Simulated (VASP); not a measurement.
# CoSi2 (Fm-3m) in VASP: notebook

The runs below take CoSi2 through single point, with PBE.

Everything below comes from runs of VASP 6.6.1. Logs are shortened: lines on timing, memory, paths and dates and some standing lists are left out, and cuts for length are marked.

**1. The cell of the first run**

Symmetry: Fm-3m, No. 225, cubic system. Conventional cell: a = 5.356 Å, b = 5.356 Å, c = 5.356 Å, α = 90.00°, β = 90.00°, γ = 90.00°. Co (site symmetry m-3m) has 8 Si at 2.32 Å within 3.1 Å. Within 3.1 Å of Si (site symmetry -43m) lie 4 Co at 2.32 Å and 6 Si at 2.68 Å.

**2. Single point, PBE, collinear spin, ferromagnetic start**

INCAR reads:

```
ALGO = Normal ; EDIFF = 1E-6
ENCUT = 520 ; GGA = PE
ISIF = 2 ; ISMEAR = -1
ISPIN = 2 ; LASPH = T
LCHARG = F ; LMAXMIX = 4
LORBIT = 11 ; LREAL = F
LWAVE = F ; MAGMOM = 0.22 0 0
NBANDS = 20 ; NELM = 150
NUPDOWN = 0.22 ; PREC = Accurate
SIGMA = 0.1
```

KPOINTS reads:

```
k-points
0
Gamma
  10 10 10
```

POSCAR reads:

```
CoSi2
1.0
    0.0000000000      2.6780000000      2.6780000000
    2.6780000000      0.0000000000      2.6780000000
    2.6780000000      2.6780000000      0.0000000000
Co Si
1 2
Direct
    0.0000000000      0.0000000000      0.0000000000
    0.2500000000      0.2500000000      0.2500000000
    0.7500000000      0.7500000000      0.7500000000
```

Potentials or basis: VASP PAW PBE potentials, release 64 (Co, Si).

Command:

```
$ cat potpaw_PBE.64/Co/POTCAR potpaw_PBE.64/Si/POTCAR > POTCAR
$ mpirun -np 1 vasp_std > vasp.out
```

OUTCAR:

```text
EDIFF = 1E-6
   ENCUT = 520
   GGA = PE
   ISIF = 2
   ISMEAR = -1
   ISPIN = 2
   LASPH = T
   LORBIT = 11
   LREAL = F
   NELM = 150
   NUPDOWN = 0.22
   PREC = Accurate

 ion  position               nearest neighbor table
   1  0.000  0.000  0.000-   3 2.32   2 2.32   3 2.32   2 2.32   3 2.32   3 2.32   2 2.32   2 2.32

   2  0.250  0.250  0.250-   1 2.32   1 2.32   1 2.32   1 2.32   3 2.68   3 2.68   3 2.68   3 2.68
                             3 2.68   3 2.68
   3  0.750  0.750  0.750-   1 2.32   1 2.32   1 2.32   1 2.32   2 2.68   2 2.68   2 2.68   2 2.68
                             2 2.68   2 2.68

  LATTYP: Found a face centered cubic cell.
 ALAT       =     5.3560000000

  Lattice vectors:

 A1 = (   0.0000000000,   2.6780000000,   2.6780000000)
 A2 = (   2.6780000000,   0.0000000000,   2.6780000000)
 A3 = (   2.6780000000,   2.6780000000,   0.0000000000)

Analysis of symmetry for initial positions (statically):
=====================================================================
 Subroutine PRICEL returns:
 Original cell was already a primitive cell.

 Routine SETGRP: Setting up the symmetry group for a
 face centered cubic supercell.

 Subroutine GETGRP returns: Found 48 space group operations
 (whereof 48 operations were pure point group operations)
 out of a pool of 48 trial point group operations.

The static configuration has the point symmetry O_h .

Analysis of symmetry for dynamics (positions and initial velocities):
=====================================================================
 Subroutine PRICEL returns:
 Original cell was already a primitive cell.

 Routine SETGRP: Setting up the symmetry group for a
 face centered cubic supercell.

 Subroutine GETGRP returns: Found 48 space group operations
 (whereof 48 operations were pure point group operations)
 out of a pool of 48 trial point group operations.

The dynamic configuration has the point symmetry O_h .

Analysis of structural, dynamic, and magnetic symmetry:
=====================================================================
 Subroutine PRICEL returns:
 Original cell was already a primitive cell.

 Routine SETGRP: Setting up the symmetry group for a
 face centered cubic supercell.

 Subroutine GETGRP returns: Found 48 space group operations
 (whereof 48 operations were pure point group operations)
 out of a pool of 48 trial point group operations.

The overall configuration has the point symmetry O_h .

 Subroutine INISYM returns: Found 48 space group operations
 (whereof 48 operations are pure point group operations),
 and found     1 'primitive' translations

----------------------------------------------------------------------------------------

                                     Primitive cell

  volume of cell :      38.4115

  direct lattice vectors                    reciprocal lattice vectors
     0.000000000  2.678000000  2.678000000    -0.186706497  0.186706497  0.186706497
     2.678000000  0.000000000  2.678000000     0.186706497 -0.186706497  0.186706497
     2.678000000  2.678000000  0.000000000     0.186706497  0.186706497 -0.186706497

  length of vectors
     3.787263920  3.787263920  3.787263920     0.323385140  0.323385140  0.323385140

  position of ions in fractional coordinates (direct lattice)
     0.000000000  0.000000000  0.000000000
     0.250000000  0.250000000  0.250000000
     0.750000000  0.750000000  0.750000000

  ion indices of the primitive-cell ions
   primitive index   ion index
                 1           1
                 2           2
                 3           3

----------------------------------------------------------------------------------------

 KPOINTS: k-points

Automatic generation of k-mesh.
 Grid dimensions read from file:
 generate k-points for:   10   10   10

 Generating k-lattice:

  Cartesian coordinates                     Fractional coordinates (reciprocal lattice)
    -0.018670650  0.018670650  0.018670650     0.100000000  0.000000000  0.000000000
     0.018670650 -0.018670650  0.018670650     0.000000000  0.100000000  0.000000000
     0.018670650  0.018670650 -0.018670650     0.000000000  0.000000000  0.100000000

  Length of vectors
     0.032338514  0.032338514  0.032338514

  Shift w.r.t. Gamma in fractional coordinates (k-lattice)
     0.000000000  0.000000000  0.000000000

 Subroutine IBZKPT returns following result:
 ===========================================

 Found     47 irreducible k-points:

 Following reciprocal coordinates:
            Coordinates               Weight
  0.000000  0.000000  0.000000      1.000000
  0.100000  0.000000  0.000000      8.000000
  0.200000  0.000000  0.000000      8.000000
  0.300000  0.000000  0.000000      8.000000
  0.400000  0.000000  0.000000      8.000000
  0.500000  0.000000  0.000000      4.000000
[... 16 lines left out ...]
  0.300000  0.300000  0.000000      6.000000
  0.400000  0.300000  0.000000     24.000000
 [... further k-points ...]
   k-points           NKPTS =     47   k-points in BZ     NKDIM =     47   number of bands    NBANDS=     20
   number of dos      NEDOS =    301   number of ions     NIONS =      3
   total plane-waves  NPLWV =  21952
   dimension x,y,z NGX =    28 NGY =   28 NGZ =   28
   dimension x,y,z NGXF=    56 NGYF=   56 NGZF=   56
   ions per type =               1   2
   NGX,Y,Z   is equivalent  to a cutoff of  12.29, 12.29, 12.29 a.u.
   NGXF,Y,Z  is equivalent  to a cutoff of  24.58, 24.58, 24.58 a.u.
 SYSTEM =  unknown system
   PREC   = accura    normal or accurate (medium, high low for compatibility)
   ISTART =      0    job   : 0-new  1-cont  2-samecut
   ICHARG =      2    charge: 1-file 2-atom 10-const
   ISPIN  =      2    spin polarized calculation?
   LNONCOLLINEAR =      F non collinear calculations
   LSORBIT =      F    spin-orbit coupling
   LASPH  =      T    aspherical Exc in radial PAW
   ENCUT  =  520.0 eV  38.22 Ry    6.18 a.u.   7.04  7.04  7.04*2*pi/ulx,y,z
   NELM   =    150;   NELMIN=  2; NELMDL= -5     # of ELM steps
   EDIFF  = 0.1E-05   stopping-criterion for ELM
   LREAL  =      F    real-space projection
   EDIFFG = 0.1E-04   stopping-criterion for IOM
   NSW    =      0    number of steps for IOM
   IBRION =     -1    ionic relax: 0-MD 1-quasi-New 2-CG
   NFREE  =      0    steps in history (QN), initial steepest desc. (CG)
   ISIF   =      2    stress and relaxation
   ISYM   =      2    0-nonsym 1-usesym 2-fastsym
   POTIM  = 0.5000    time-step for ionic-motion
   TEBEG  =    0.0;   TEEND  =   0.0 temperature during run
   PSTRESS=    0.0 pullay stress
   NELECT =      17.0000    total number of electrons
   NUPDOWN=       0.2200    fix difference up-down
   EMIN   =  10.00;   EMAX   =-10.00  energy-range for DOS
   EFERMI =   0.00;   METHOD = LEGACY
   ISMEAR =    -1;   SIGMA  =   0.10  broadening in eV -4-tet -1-fermi 0-gaus
   EFERMI_NEDOS =   21; number of points for ismear=-14 and -15
   IALGO  =     38    algorithm
   IMIX   =      4    mixing-type and parameters
     AMIX     =   0.40;   BMIX     =  1.00
     AMIX_MAG =   1.60;   BMIX_MAG =  1.00
  volume/ion in A,a.u.               =      12.80        86.40
  Fermi-wavevector in a.u.,A,eV,Ry     =   1.247586  2.357596 21.177078  1.556471
  Thomas-Fermi vector in A             =   2.381712
   LORBIT       =     11    0 simple, 1 ext, 2 COOP (PROOUT), +10 PAW based schemes
   GGA     = PE    functional components
   LHFCALC =     F    Hartree Fock is set to
   AEXX    =    0.0000 exact exchange contribution
   IVDW    =     0    specifies the selected vdW correction
   LEPSILON=     F    determine dielectric tensor
   LRPA    =     F    only Hartree local field effects (RPA)
 spin polarized calculation
  energy-cutoff  :      520.00
  volume of cell :       38.41
 maximum number of plane-waves:      1056
   NGX = 15   NGY = 15   NGZ = 15

 number of electron      16.9999995 magnetization       0.2200000

 Free energy of the ion-electron system (eV)
  ---------------------------------------------------
  ext. energy  EPLUGINS =         0.00000000
  ---------------------------------------------------
  free energy    TOTEN  =       -19.29378868 eV

  energy without entropy =      -19.25714174  energy(sigma->0) =      -19.27546521

 E-fermi :   9.9565     XC(G=0): -11.7464

 val. band max:       10.2735291913   @ k =  -0.3000   0.2000   0.0000
 cond. band min:       9.9730248175   @ k =   0.5000   0.2000   0.1000
 fundamental gap:     -0.3005043739
 Fermi energy:        10.2811349871

 spin component 1

 k-point     1 :       0.0000    0.0000    0.0000
  band No.  band energies     occupation
      1      -3.0549      1.00000
      2       5.9718      1.00000
      3       5.9718      1.00000
      4       5.9718      1.00000
      5       8.1214      1.00000
      6       8.1215      1.00000
[... 12 lines left out ...]
     19      20.6284      0.00000
[... 513 lines left out ...]
      4       6.2232      1.00000
      5       6.2484      1.00000
      6       8.2917      1.00000
[... 12 lines left out ...]
     19      24.2185      0.00000
     20      24.6206      0.00000

 [... further k-points ...]

 spin component 2

 k-point     1 :       0.0000    0.0000    0.0000
  band No.  band energies     occupation
      1      -3.0074      1.00000
      2       6.0533      1.00000
      3       6.0533      1.00000
      4       6.0533      1.00000
      5       8.2380      1.00000
      6       8.2380      1.00000
[... 12 lines left out ...]
     19      20.6499      0.00000
[... 513 lines left out ...]
      4       6.2883      1.00000
      5       6.3124      1.00000
      6       8.3936      1.00000
[... 12 lines left out ...]
     19      24.2733      0.00000
     20      24.6685      0.00000

 [... further k-points ...]

------------------------ aborting loop because EDIFF is reached ----------------------------------------

  FORCE on cell =-STRESS in cart. coord.  units (eV):
  Direction    XX          YY          ZZ          XY          YZ          ZX
  --------------------------------------------------------------------------------------
  -------------------------------------------------------------------------------------
  Total        0.1135811      0.1135811      0.1135811     -0.0000000     -0.0000000     -0.0000000
  in kB        4.7375625      4.7375625      4.7375625     -0.0000000     -0.0000000     -0.0000000
  external PRESSURE =       4.7375625 kB  Pullay stress =       0.0000000 kB

 VOLUME and BASIS-vectors are now :
 -----------------------------------------------------------------------------
  energy-cutoff  :      520.00
  volume of cell :       38.41
      direct lattice vectors                 reciprocal lattice vectors
     0.000000000  2.678000000  2.678000000    -0.186706497  0.186706497  0.186706497
     2.678000000  0.000000000  2.678000000     0.186706497 -0.186706497  0.186706497
     2.678000000  2.678000000  0.000000000     0.186706497  0.186706497 -0.186706497

 POSITION                                       TOTAL-FORCE (eV/Angst)
 -----------------------------------------------------------------------------------
      0.00000      0.00000      0.00000         0.000000      0.000000      0.000000
      1.33900      1.33900      1.33900        -0.000000     -0.000000     -0.000000
      4.01700      4.01700      4.01700         0.000000      0.000000      0.000000
 -----------------------------------------------------------------------------------
    total drift:                               -0.000000     -0.000000      0.000000

  FREE ENERGIE OF THE ION-ELECTRON SYSTEM (eV)
  ---------------------------------------------------
  free  energy   TOTEN  =       -19.2937886799 eV

  energy  without entropy=      -19.2571417368  energy(sigma->0) =      -19.27546521

 total charge

# of ion       s       p       d       tot
------------------------------------------
    1        0.540   0.721   7.592   8.854
    2        0.717   0.873   0.000   1.591
    3        0.717   0.873   0.000   1.591
--------------------------------------------------
tot          1.975   2.468   7.592  12.035

 magnetization (x)

# of ion       s       p       d       tot
------------------------------------------
    1        0.003   0.027   0.111   0.141
    2        0.001   0.013   0.000   0.015
    3        0.001   0.013   0.000   0.015
--------------------------------------------------
tot          0.006   0.054   0.111   0.170
```

Wall time 98 s (1 thread of Intel Xeon 8259CL, shared host); peak memory 0.2 GiB.

What came out:

* Free energy: -19.2938 eV
* Pressure: 0.5 GPa
* Net moment: 0.22 μB per cell
* Site moments: Co +0.14; Si +0.01 μB
* Valence electrons inside the program's atomic spheres: Co 8.85; Si 1.59

Caveat: the total moment is fixed, so each spin has its own Fermi level.

**3. Single point, PBE, collinear spin, ferromagnetic start**

INCAR reads:

```
ALGO = Normal
EDIFF = 1E-7
ENCUT = 520
GGA = PE
ISIF = 2
ISMEAR = -1
ISPIN = 2
LASPH = True
LCHARG = False
LMAXMIX = 4
LORBIT = 11
LREAL = False
LWAVE = False
MAGMOM = 0.67 0 0
NBANDS = 20
NELM = 150
NUPDOWN = 0.67
PREC = Accurate
SIGMA = 0.1
```

KPOINTS is that of step 2.

POSCAR is that of step 2.

Potentials or basis: VASP PAW PBE potentials, release 64 (Co, Si).

Command:

```
$ cat potpaw_PBE.64/Co/POTCAR potpaw_PBE.64/Si/POTCAR > POTCAR
$ mpirun -np 1 vasp_std > vasp.out
```

Run time: 1.7 min. Hardware: 1 thread of Intel Xeon 8259CL, shared host; peak memory 0.21 GiB.

Results (log left out):

```yaml
Free_energy: -19.1289 eV
Pressure: 1.7 GPa
Net_moment: 0.67 μB per cell
Site_moments: Co +0.41; Si +0.05 μB
Valence_electrons_inside_the_program's_atomic_spheres: Co 8.85; Si 1.59
```

Caveat: the total moment is fixed, so each spin has its own Fermi level.

(Continued in part 2 of 2.)
